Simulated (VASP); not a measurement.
Au:

```
CELL_PARAMETERS angstrom
0.00000 2.07906 2.07906
2.07906 0.00000 2.07906
2.07906 2.07906 0.00000
ATOMIC_POSITIONS crystal
Au 0.00000 0.00000 0.00000
```

| Item | Value |
| --- | --- |
| Program | VASP 6.6.1 |
| Task | relaxation of cell and atoms |
| Functional | PBE |
| Dispersion | D3(BJ) |
| Potentials or basis | VASP PAW PBE potentials, release 64 (Au) |
| Cutoff | 600 eV |
| k mesh | 18 × 18 × 18 |
| Occupations | gaussian, width 0.1 eV |
| Spin | no spin polarisation |

At the start: pressure -6.0 GPa; volume 17.97 Å³/atom.

Task: How do energy, volume and symmetry change on relaxing?

Result: Over 4 steps the energy falls by 14.2 meV/atom and the volume is 17.25 Å³/atom (-4.0 %); space group Fm-3m (No. 225, to 0.05 Å).

Step by step:
| step | energy change (eV) | largest force (eV/Å) | pressure (GPa) | volume (Å³) |
| --- | --- | --- | --- | --- |
| 1 | 0.0000 | 0.0000 | -6.00 | 17.97 |
| 2 | 0.0178 | 0.0000 | 11.23 | 16.28 |
| 3 | -0.0142 | 0.0000 | -0.10 | 17.26 |
| 4 | -0.0142 | 0.0000 | 0.05 | 17.25 |

Final structure:
```
Au
1.0
     0.00000    2.05065    2.05065
     2.05065    0.00000    2.05065
     2.05065    2.05065    0.00000
Au
1
Direct
  0.00000 0.00000 0.00000
```

Caveat: pairwise dispersion overbinds metals, which lowers pressure and volume.
